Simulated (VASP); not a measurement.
# Tl7Cl8 (a cell with a defect) in VASP: single point with PBE

Aim: the single point of Tl7Cl8 (a cell with a defect) with PBE.

Everything below comes from runs of VASP 6.6.1. Logs are shortened: lines on timing, memory, paths and dates and some standing lists are left out, and cuts for length are marked.

## Step 1: The cell of the first run

The cell holds a defect, 15 atoms: a = 7.679 Å, b = 7.679 Å, c = 7.679 Å, α = 90.00°, β = 90.00°, γ = 90.00°.

## Step 2: Single point, PBE

The input, INCAR:

```
SYSTEM = Tl7Cl8
  PREC = Accurate
  ENCUT = 520
  EDIFF = 1E-6
  ISMEAR = 1
  SIGMA = 0.15
  LREAL = Auto
  LASPH = .True.
  NELM = 80
  ALGO = Normal
  ISIF = 2
  LWAVE = .False.
  LCHARG = .False.
  GGA = PE
  NBANDS = 86
```

The input, KPOINTS:

```
Automatic mesh
0
Gamma
  2 2 2
  0 0 0
```

The input, POSCAR:

```
Tl7Cl8
1.0
    7.6785920000      0.0000000000      0.0000000000
    0.0000000000      7.6785920000      0.0000000000
    0.0000000000      0.0000000000      7.6785920000
Tl Cl
7 8
Direct
   -0.0002157948     -0.0022241057      0.0011698759
   -0.0003498037     -0.0009625463      0.5011258574
   -0.4992057138      0.4984307019      0.0011489085
   -0.0000272185      0.4988199660      0.5002822132
    0.4997788657     -0.0013092244     -0.0032014984
    0.4995565593      0.0035358045      0.4968143899
    0.4999601489      0.5035003813      0.5011211691
    0.2567360006      0.2430461210      0.2564388107
    0.2563063645      0.2432883529      0.7435532452
    0.2563286342      0.7555965990      0.2559439283
    0.2564872570      0.7560132118      0.7433183063
    0.7439776719      0.2433009854      0.2559560399
    0.7437436447      0.2429752746      0.7433037203
    0.7435466033      0.7560085234      0.2562454158
    0.7439353465      0.7556722639      0.7437548446
```

Potentials or basis: VASP PAW PBE potentials, release 64 (Tl_d, Cl).

Started as:

```console
$ cat potpaw_PBE.64/Tl_d/POTCAR potpaw_PBE.64/Cl/POTCAR > POTCAR
$ mpirun -np 1 vasp_std > vasp.out
```

OUTCAR:

```text
SYSTEM = Tl7Cl8
   PREC = Accurate
   ENCUT = 520
   EDIFF = 1E-6
   ISMEAR = 1
   LREAL = Auto
   LASPH = .True.
   NELM = 80
   ISIF = 2
   GGA = PE

 ion  position               nearest neighbor table
   1  1.000  0.998  0.001-  14 3.34  10 3.34  15 3.35  12 3.35  11 3.35   8 3.36  13 3.37   9 3.37
                             2 3.84   5 3.84   5 3.84   2 3.84
   2  1.000  0.999  0.501-  15 3.29  13 3.29  11 3.29   9 3.30  14 3.30  12 3.30  10 3.31   8 3.31
                             4 3.84   6 3.84   1 3.84   1 3.84   6 3.84   4 3.84
   3  0.501  0.498  0.001-  12 3.34   8 3.35  14 3.35  13 3.35  10 3.35   9 3.36  15 3.36  11 3.37
                             5 3.84   7 3.84   7 3.84   5 3.84
   4  1.000  0.499  0.500-  13 3.35   9 3.35  12 3.35  15 3.35   8 3.35  11 3.36  10 3.36  14 3.36
                             2 3.84   7 3.84   7 3.84   2 3.84
   5  0.500  0.999  0.997-  11 3.28  15 3.28   9 3.29  13 3.29  10 3.31  14 3.31   8 3.31  12 3.32
                             3 3.84   6 3.84   1 3.84   1 3.84   6 3.84   3 3.84
   6  0.500  0.004  0.497-   8 3.20  12 3.21   9 3.24  13 3.24  10 3.25  14 3.25  11 3.27  15 3.28
                             2 3.84   7 3.84   5 3.84   5 3.84   7 3.84   2 3.84
   7  0.500  0.504  0.501-  11 3.27  15 3.28  10 3.28  14 3.29   9 3.31  13 3.31   8 3.32  12 3.32
                             6 3.84   3 3.84   4 3.84   4 3.84   6 3.84   3 3.84
   8  0.257  0.243  0.256-   6 3.20   2 3.31   5 3.31   7 3.32   3 3.35   4 3.35   1 3.36
   9  0.256  0.243  0.744-   6 3.24   5 3.29   2 3.30   7 3.31   4 3.35   3 3.36   1 3.37
  10  0.256  0.756  0.256-   6 3.25   7 3.28   2 3.31   5 3.31   1 3.34   3 3.35   4 3.36
  11  0.256  0.756  0.743-   6 3.27   7 3.27   5 3.28   2 3.29   1 3.35   4 3.36   3 3.37
  12  0.744  0.243  0.256-   6 3.21   2 3.30   5 3.32   7 3.32   3 3.34   4 3.35   1 3.35
  13  0.744  0.243  0.743-   6 3.24   5 3.29   2 3.29   7 3.31   4 3.35   3 3.35   1 3.37
  14  0.744  0.756  0.256-   6 3.25   7 3.29   2 3.30   5 3.31   1 3.34   3 3.35   4 3.36
  15  0.744  0.756  0.744-   7 3.28   6 3.28   5 3.28   2 3.29   1 3.35   4 3.35   3 3.36

  LATTYP: Found a simple cubic cell.
 ALAT       =     7.6785920000

  Lattice vectors:

 A1 = (   7.6785920000,   0.0000000000,   0.0000000000)
 A2 = (   0.0000000000,   7.6785920000,   0.0000000000)
 A3 = (   0.0000000000,   0.0000000000,   7.6785920000)

Analysis of symmetry for initial positions (statically):
=====================================================================
 Subroutine PRICEL returns:
 Original cell was already a primitive cell.

 Routine SETGRP: Setting up the symmetry group for a
 simple cubic supercell.

 Subroutine GETGRP returns: Found  1 space group operations
 (whereof  1 operations were pure point group operations)
 out of a pool of 48 trial point group operations.

The static configuration has the point symmetry C_1 .

Analysis of symmetry for dynamics (positions and initial velocities):
=====================================================================
 Subroutine PRICEL returns:
 Original cell was already a primitive cell.

 Routine SETGRP: Setting up the symmetry group for a
 simple cubic supercell.

 Subroutine GETGRP returns: Found  1 space group operations
 (whereof  1 operations were pure point group operations)
 out of a pool of 48 trial point group operations.

The dynamic configuration has the point symmetry C_1 .

 Subroutine INISYM returns: Found  1 space group operations
 (whereof  1 operations are pure point group operations),
 and found     1 'primitive' translations

----------------------------------------------------------------------------------------

                                     Primitive cell

  volume of cell :     452.7357

  direct lattice vectors                    reciprocal lattice vectors
     7.678592000  0.000000000  0.000000000     0.130232209  0.000000000  0.000000000
     0.000000000  7.678592000  0.000000000     0.000000000  0.130232209  0.000000000
     0.000000000  0.000000000  7.678592000     0.000000000  0.000000000  0.130232209

  length of vectors
     7.678592000  7.678592000  7.678592000     0.130232209  0.130232209  0.130232209

  position of ions in fractional coordinates (direct lattice)
     0.999784205  0.997775894  0.001169876
     0.999650196  0.999037454  0.501125857
     0.500794286  0.498430702  0.001148908
     0.999972781  0.498819966  0.500282213
     0.499778866  0.998690776  0.996798502
     0.499556559  0.003535804  0.496814390
     0.499960149  0.503500381  0.501121169
     0.256736001  0.243046121  0.256438811
     0.256306364  0.243288353  0.743553245
     0.256328634  0.755596599  0.255943928
     0.256487257  0.756013212  0.743318306
     0.743977672  0.243300985  0.255956040
     0.743743645  0.242975275  0.743303720
     0.743546603  0.756008523  0.256245416
     0.743935347  0.755672264  0.743754845

  ion indices of the primitive-cell ions
   primitive index   ion index
                 1           1
                 2           2
                 3           3
                 4           4
                 5           5
                 6           6
                 7           7
                 8           8
                 9           9
                10          10
                11          11
                12          12
                13          13
                14          14
                15          15

----------------------------------------------------------------------------------------

 KPOINTS: Automatic mesh

Automatic generation of k-mesh.
 Grid dimensions read from file:
 generate k-points for:    2    2    2

 Generating k-lattice:

  Cartesian coordinates                     Fractional coordinates (reciprocal lattice)
     0.065116105  0.000000000  0.000000000     0.500000000  0.000000000  0.000000000
     0.000000000  0.065116105  0.000000000     0.000000000  0.500000000  0.000000000
     0.000000000  0.000000000  0.065116105     0.000000000  0.000000000  0.500000000

  Length of vectors
     0.065116105  0.065116105  0.065116105

  Shift w.r.t. Gamma in fractional coordinates (k-lattice)
     0.000000000  0.000000000  0.000000000

 Subroutine IBZKPT returns following result:
 ===========================================

 Found      8 irreducible k-points:

 Following reciprocal coordinates:
            Coordinates               Weight
  0.000000  0.000000  0.000000      1.000000
  0.500000  0.000000  0.000000      1.000000
  0.000000  0.500000  0.000000      1.000000
  0.000000  0.000000  0.500000      1.000000
  0.500000  0.500000  0.000000      1.000000
  0.000000  0.500000  0.500000      1.000000
  0.500000  0.000000  0.500000      1.000000
  0.500000  0.500000  0.500000      1.000000
   k-points           NKPTS =      8   k-points in BZ     NKDIM =      8   number of bands    NBANDS=     86
   number of dos      NEDOS =    301   number of ions     NIONS =     15
   total plane-waves  NPLWV = 216000
   dimension x,y,z NGX =    60 NGY =   60 NGZ =   60
   dimension x,y,z NGXF=   120 NGYF=  120 NGZF=  120
   ions per type =               7   8
   NGX,Y,Z   is equivalent  to a cutoff of  12.99, 12.99, 12.99 a.u.
   NGXF,Y,Z  is equivalent  to a cutoff of  25.98, 25.98, 25.98 a.u.
 SYSTEM =  Tl7Cl8
   PREC   = accura    normal or accurate (medium, high low for compatibility)
   ISTART =      0    job   : 0-new  1-cont  2-samecut
   ICHARG =      2    charge: 1-file 2-atom 10-const
   ISPIN  =      1    spin polarized calculation?
   LNONCOLLINEAR =      F non collinear calculations
   LSORBIT =      F    spin-orbit coupling
   LASPH  =      T    aspherical Exc in radial PAW
   ENCUT  =  520.0 eV  38.22 Ry    6.18 a.u.  14.28 14.28 14.28*2*pi/ulx,y,z
   NELM   =     80;   NELMIN=  2; NELMDL= -5     # of ELM steps
   EDIFF  = 0.1E-05   stopping-criterion for ELM
   LREAL  =      T    real-space projection
   EDIFFG = 0.1E-04   stopping-criterion for IOM
   NSW    =      0    number of steps for IOM
   IBRION =     -1    ionic relax: 0-MD 1-quasi-New 2-CG
   NFREE  =      0    steps in history (QN), initial steepest desc. (CG)
   ISIF   =      2    stress and relaxation
   ISYM   =      2    0-nonsym 1-usesym 2-fastsym
   POTIM  = 0.5000    time-step for ionic-motion
   TEBEG  =    0.0;   TEEND  =   0.0 temperature during run
   PSTRESS=    0.0 pullay stress
   NELECT =     147.0000    total number of electrons
   NUPDOWN=      -1.0000    fix difference up-down
   EMIN   =  10.00;   EMAX   =-10.00  energy-range for DOS
   EFERMI =   0.00;   METHOD = LEGACY
   ISMEAR =     1;   SIGMA  =   0.15  broadening in eV -4-tet -1-fermi 0-gaus
   EFERMI_NEDOS =   21; number of points for ismear=-14 and -15
   IALGO  =     38    algorithm
   IMIX   =      4    mixing-type and parameters
     AMIX     =   0.40;   BMIX     =  1.00
     AMIX_MAG =   1.60;   BMIX_MAG =  1.00
  volume/ion in A,a.u.               =      30.18       203.68
  Fermi-wavevector in a.u.,A,eV,Ry     =   1.125207  2.126333 17.226205  1.266090
  Thomas-Fermi vector in A             =   2.261883
   LORBIT       =      0    0 simple, 1 ext, 2 COOP (PROOUT), +10 PAW based schemes
   GGA     = PE    functional components
   LHFCALC =     F    Hartree Fock is set to
   AEXX    =    0.0000 exact exchange contribution
   IVDW    =     0    specifies the selected vdW correction
   LEPSILON=     F    determine dielectric tensor
   LRPA    =     F    only Hartree local field effects (RPA)
 non-spin polarized calculation
 Methfessel and Paxton  Order N= 1 SIGMA  =   0.15
  energy-cutoff  :      520.00
  volume of cell :      452.74
 maximum number of plane-waves:     12216
 NGX is ok and might be reduce to    60
   NGX = 29   NGY = 29   NGZ = 29

 number of electron     147.0000000 magnetization

 Free energy of the ion-electron system (eV)
  ---------------------------------------------------
  ext. energy  EPLUGINS =         0.00000000
  ---------------------------------------------------
  free energy    TOTEN  =       -43.68573962 eV

  energy without entropy =      -43.68568824  energy(sigma->0) =      -43.68572249

 E-fermi :   1.5862     XC(G=0):  -8.6512

 val. band max:        1.5689014127   @ k =   0.0000   0.0000   0.0000
 cond. band min:       1.5881389120   @ k =   0.0000   0.5000   0.5000
 fundamental gap:      0.0192374993
 Fermi energy:         1.5862033748

 k-point     1 :       0.0000    0.0000    0.0000
  band No.  band energies     occupation
      1     -11.8346      2.00000
      2     -11.5940      2.00000
      3     -11.5934      2.00000
      4     -11.5929      2.00000
      5     -11.4874      2.00000
      6     -11.4868      2.00000
[... 77 lines left out ...]
     84       7.6240      0.00000
     85       7.6244      0.00000

 k-point     2 :       0.5000    0.0000    0.0000
  band No.  band energies     occupation
      1     -11.7479      2.00000
      2     -11.6873      2.00000
      3     -11.5558      2.00000
      4     -11.5550      2.00000
      5     -11.5261      2.00000
      6     -11.5250      2.00000
[... 517 lines left out ...]
     84       6.9848      0.00000
     85       6.9857      0.00000

 k-point     8 :       0.5000    0.5000    0.5000
  band No.  band energies     occupation
      1     -11.6156      2.00000
      2     -11.5719      2.00000
      3     -11.5714      2.00000
      4     -11.5708      2.00000
      5     -11.5330      2.00000
      6     -11.5323      2.00000
[... 77 lines left out ...]
     84       6.8610      0.00000
     85       6.8644      0.00000
 [bands above 85 left out]

------------------------ aborting loop because EDIFF is reached ----------------------------------------

  FORCE on cell =-STRESS in cart. coord.  units (eV):
  Direction    XX          YY          ZZ          XY          YZ          ZX
  --------------------------------------------------------------------------------------
  -------------------------------------------------------------------------------------
  Total       -0.1594958     -0.1564775     -0.1590693     -0.0012228     -0.0037118      0.0013807
  in kB       -0.5644365     -0.5537551     -0.5629272     -0.0043272     -0.0131357      0.0048861
  external PRESSURE =      -0.5603730 kB  Pullay stress =       0.0000000 kB

 VOLUME and BASIS-vectors are now :
 -----------------------------------------------------------------------------
  energy-cutoff  :      520.00
  volume of cell :      452.74
      direct lattice vectors                 reciprocal lattice vectors
     7.678592000  0.000000000  0.000000000     0.130232209  0.000000000  0.000000000
     0.000000000  7.678592000  0.000000000     0.000000000  0.130232209  0.000000000
     0.000000000  0.000000000  7.678592000     0.000000000  0.000000000  0.130232209

 POSITION                                       TOTAL-FORCE (eV/Angst)
 -----------------------------------------------------------------------------------
      7.67693      7.66151      0.00898         0.001166      0.000346      0.000543
      7.67591      7.67120      3.84794         0.000059     -0.001275      0.000187
      3.84539      3.82725      0.00882        -0.000457      0.000844     -0.000678
      7.67838      3.83024      3.84146         0.000955     -0.001238      0.000396
      3.83760      7.66854      7.65401        -0.000213     -0.001886     -0.001816
      3.83589      0.02715      3.81483        -0.000285      0.000614     -0.000420
      3.83899      3.86617      3.84791        -0.000515      0.000377      0.001004
      1.97137      1.86625      1.96909        -0.007579      0.006562     -0.007657
      1.96807      1.86811      5.70944        -0.006133      0.006950      0.006727
      1.96824      5.80192      1.96529        -0.006773     -0.005223     -0.005816
      1.96946      5.80512      5.70764        -0.007060     -0.007449      0.007457
      5.71270      1.86821      1.96538         0.006435      0.007388     -0.006200
      5.71090      1.86571      5.70753         0.005656      0.007432      0.006404
      5.70939      5.80508      1.96760         0.007926     -0.007201     -0.006589
      5.71238      5.80250      5.71099         0.006818     -0.006240      0.006457
 -----------------------------------------------------------------------------------
    total drift:                                0.000445      0.002254      0.001170

  FREE ENERGIE OF THE ION-ELECTRON SYSTEM (eV)
  ---------------------------------------------------
  free  energy   TOTEN  =       -43.6857396193 eV

  energy  without entropy=      -43.6856882443  energy(sigma->0) =      -43.68572249
```

Wall time 5.2 min (1 thread of Intel Xeon Platinum 8488C (Sapphire Rapids), shared host); peak memory 0.57 GiB.

What came out:

| Property | Result |
| --- | --- |
| Free energy | -43.6857 eV |
| Pressure | -0.1 GPa |
| Largest force | 0.013 eV/Å |

Forces on the atoms (eV/Å):
```
Tl   0.001  0.000  0.001
Tl   0.000 -0.001  0.000
Tl   0.000  0.001 -0.001
Tl   0.001 -0.001  0.000
Tl   0.000 -0.002 -0.002
Tl   0.000  0.001  0.000
Tl  -0.001  0.000  0.001
Cl  -0.008  0.007 -0.008
Cl  -0.006  0.007  0.007
Cl  -0.007 -0.005 -0.006
Cl  -0.007 -0.007  0.007
Cl   0.006  0.007 -0.006
Cl   0.006  0.007  0.006
Cl   0.008 -0.007 -0.007
Cl   0.007 -0.006  0.006
```

Caveat: the k points lie up to 0.41 Å⁻¹ apart; spin-orbit coupling is left out, which moves the levels of the heavy elements; an odd number of electrons without spin polarisation forces a metal; a magnetic or distorted state may lie lower.
